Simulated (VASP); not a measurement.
# Ag (P6_3/mmc) in VASP: further runs, part 2 of 2

VASP 6.6.1. The steps go on from the part before.

### Step 4. Relaxation of cell and atoms, revPBE

This run uses another cell than the first one, of 18.04 Å³/atom, 0.873 times its volume.

INCAR

```
ALGO = Normal ; EDIFF = 1E-6
EDIFFG = -0.01 ; ENCUT = 600
GGA = RE ; IBRION = 2
ISIF = 3 ; ISMEAR = -1
LASPH = T ; LCHARG = F
LREAL = F ; LWAVE = F
NELM = 80 ; NSW = 80
PREC = Accurate ; SIGMA = 0.1
```

KPOINTS

```
k-points
0
Gamma
  13 13 3
```

POSCAR

```
Ag
1.0
    2.8861989086      0.0000000000      0.0000000000
   -1.4430994543      2.4995215753      0.0000000000
    0.0000000000      0.0000000000     10.0000000000
Ag
4
Direct
    0.3333333333      0.6666666667      0.2500000000
    0.6666666667      0.3333333333      0.7500000000
    0.0000000000      0.0000000000      0.0000000000
    0.0000000000      0.0000000000      0.5000000000
```

Potentials or basis: VASP PAW PBE potentials, release 64 (Ag).

The run is started by

```console
$ cat potpaw_PBE.64/Ag/POTCAR > POTCAR
$ mpirun -np 1 vasp_std > vasp.out
```

OUTCAR:

```text
EDIFF = 1E-6
   EDIFFG = -0.01
   ENCUT = 600
   GGA = RE
   IBRION = 2
   ISIF = 3
   ISMEAR = -1
   LASPH = T
   LREAL = F
   NELM = 80
   NSW = 80
   PREC = Accurate

 ion  position               nearest neighbor table
   1  0.333  0.667  0.250-   3 3.00   4 3.00   3 3.00   4 3.00   3 3.00   4 3.00
   2  0.667  0.333  0.750-   3 3.00   4 3.00   3 3.00   4 3.00   3 3.00   4 3.00
   3  0.000  0.000  0.000-   1 3.00   2 3.00   2 3.00   1 3.00   2 3.00   1 3.00
   4  0.000  0.000  0.500-   1 3.00   2 3.00   2 3.00   1 3.00   2 3.00   1 3.00

  LATTYP: Found a hexagonal cell.
 ALAT       =     2.8861989086
 C/A-ratio  =     3.4647646668

  Lattice vectors:

 A1 = (   2.8861989086,   0.0000000000,   0.0000000000)
 A2 = (  -1.4430994543,   2.4995215753,   0.0000000000)
 A3 = (   0.0000000000,   0.0000000000,  10.0000000000)

Analysis of symmetry for initial positions (statically):
[... 416 lines left out ...]
  energy without entropy =       -9.15701504  energy(sigma->0) =       -9.17734276

 E-fermi :   7.6707     XC(G=0): -11.6536

 val. band max:        7.5297381065   @ k =   0.4615   0.0000   0.3333
 cond. band min:       7.6835953596   @ k =   0.0769   0.0000   0.0000
 fundamental gap:      0.1538572531
 Fermi energy:         7.6706666871

 k-point     1 :       0.0000    0.0000    0.0000
  band No.  band energies     occupation
      1       0.3138      2.00000
      2       1.5566      2.00000
      3       1.5650      2.00000
      4       1.5660      2.00000
      5       2.9091      2.00000
      6       2.9429      2.00000
[... 685 lines left out ...]
     25      12.5079      0.00000
     26      15.2831      0.00000

 [... further k-points ...]

------------------------ aborting loop because EDIFF is reached ----------------------------------------

  FORCE on cell =-STRESS in cart. coord.  units (eV):
  Direction    XX          YY          ZZ          XY          YZ          ZX
  --------------------------------------------------------------------------------------
  -------------------------------------------------------------------------------------
  Total       -0.0336005     -0.0336005     -0.0202791      0.0000000     -0.0000000      0.0000000
  in kB       -0.7306518     -0.7306518     -0.4409750      0.0000000     -0.0000000      0.0000000
  external PRESSURE =      -0.6340929 kB  Pullay stress =       0.0000000 kB
[... 19 lines left out ...]
  FREE ENERGIE OF THE ION-ELECTRON SYSTEM (eV)
  ---------------------------------------------------
  free  energy   TOTEN  =        -9.1976704682 eV

  energy  without entropy=       -9.1570150429  energy(sigma->0) =       -9.17734276

 reached required accuracy - stopping structural energy minimisation
```

OSZICAR:

```text
N       E                     dE             d eps       ncg     rms          rms(c)
DAV:   1     0.315444857726E+03    0.31544E+03   -0.25098E+04  2192   0.187E+03
[... 53 lines left out ...]
       N       E                     dE             d eps       ncg     rms          rms(c)
DAV:   1    -0.920269906112E+01   -0.51462E-02   -0.12037E-01  2216   0.285E+00    0.456E-01
DAV:   2    -0.919813503188E+01    0.45640E-02   -0.14113E-02  2218   0.106E+00    0.161E-01
DAV:   3    -0.919781448469E+01    0.32055E-03   -0.34218E-04  2240   0.137E-01    0.105E-01
DAV:   4    -0.919767028319E+01    0.14420E-03   -0.16930E-04  2212   0.112E-01    0.170E-02
DAV:   5    -0.919767104690E+01   -0.76371E-06   -0.19533E-05  2272   0.384E-02    0.985E-03
DAV:   6    -0.919767046816E+01    0.57874E-06   -0.15870E-06  1116   0.122E-02
   7 F= -.91976705E+01 E0= -.91773428E+01  d E =-.117252E-03
```

CONTCAR:

```text
Ag
   1.00000000000000
     2.9537982480302825   -0.0000000000000000   -0.0000000000000000
    -1.4768991240151412    2.5580643205311260    0.0000000000000000
     0.0000000000000000    0.0000000000000000    9.7510908019425475
  Ag
     4
Direct
     0.3333333332999970    0.6666666667000030    0.2500000000000000
     0.6666666667000030    0.3333333332999970    0.7500000000000000
     0.0000000000000000    0.0000000000000000    0.0000000000000000
     0.0000000000000000    0.0000000000000000    0.5000000000000000

  0.00000000E+00  0.00000000E+00  0.00000000E+00
  0.00000000E+00  0.00000000E+00  0.00000000E+00
  0.00000000E+00  0.00000000E+00  0.00000000E+00
  0.00000000E+00  0.00000000E+00  0.00000000E+00
```

Wall time 2.4 min (1 thread of Intel Xeon 6975P-C (Granite Rapids), shared host); peak memory 0.25 GiB.

Results:

```yaml
Free_energy: -9.1977 eV
Relaxed_volume: 18.42 Å³/atom
Relaxed_cell: a = 2.954 Å, b = 2.954 Å, c = 9.751 Å, α = 90.00°, β = 90.00°, γ = 120.00°
Space_group_after_relaxing_to_0.05_Å: P6_3/mmc (No. 194)
Energy_gained_by_relaxing: 9.9 meV/atom
Ionic_steps: 7
Pressure_after_relaxing: -0.1 GPa
Band_gap_on_the_k_mesh: zero (band 22 reaches 10.82 eV, above the bottom of band 23 at 4.42 eV)
```

The path:
| step | energy change (eV) | largest force (eV/Å) | pressure (GPa) | volume (Å³) |
| --- | --- | --- | --- | --- |
| 1 | 0.0000 | 0.0000 | 2.06 | 72.14 |
| 2 | -0.0307 | 0.0000 | -0.93 | 74.57 |
| 3 | -0.0307 | 0.0000 | -0.82 | 74.53 |
| 4 | -0.0384 | 0.0000 | -0.22 | 73.87 |
| 5 | -0.0396 | 0.0000 | 0.14 | 73.53 |
| 6 | -0.0396 | 0.0000 | 0.19 | 73.49 |
| 7 | -0.0397 | 0.0000 | -0.06 | 73.68 |

Final structure:
```yaml
crystal:
  lattice:
    - [2.95380, 0.00000, 0.00000]
    - [-1.47690, 2.55806, 0.00000]
    - [0.00000, 0.00000, 9.75109]
  atoms:
    - { symbol: Ag, position: [0.33333, 0.66667, 0.25000] }
    - { symbol: Ag, position: [0.66667, 0.33333, 0.75000] }
    - { symbol: Ag, position: [0.00000, 0.00000, 0.00000] }
    - { symbol: Ag, position: [0.00000, 0.00000, 0.50000] }
```

Levels at points of the mesh, in eV from the Fermi level:
| k point | band 20 | band 21 | band 22 | band 23 | band 24 | band 25 |
| --- | --- | --- | --- | --- | --- | --- |
| (0.00, 0.00, 0.00) | -3.52 | -3.52 | -3.19 | -3.19 | -0.41 | 2.91 |

Caveat: the PAW data sets were made with another functional, which shifts forces and pressure a little. Zero-point motion and thermal expansion aren't in these numbers.

### Step 5. The runs side by side

```csv
task,cell,k mesh,cutoff (eV),gap on the mesh (eV),pressure (GPa)
single point,"a = 3.069, b = 3.069, c = 10.128 Å, angles 90.0, 90.0, 120.0°, 4 atoms",14 × 14 × 4,520,none,-6.3
single point,"a = 2.955, b = 2.955, c = 9.752 Å, angles 90.0, 90.0, 120.0°, 4 atoms",16 × 16 × 5,520,none,0.1
relaxation of cell and atoms,"relaxed from a = 2.886, b = 2.886, c = 10.000 Å, angles 90.0, 90.0, 120.0°, 4 atoms",13 × 13 × 3,600,none,-0.1
```

Alike in all rows: level revPBE; potentials or basis VASP PAW PBE potentials, release 64 (Ag); no spin polarisation; smearing fermi-dirac 0.1 eV.

Caveats: the PAW data sets were made with another functional, which shifts forces and pressure a little.

Absolute energies hang on the potentials; compare differences alone.
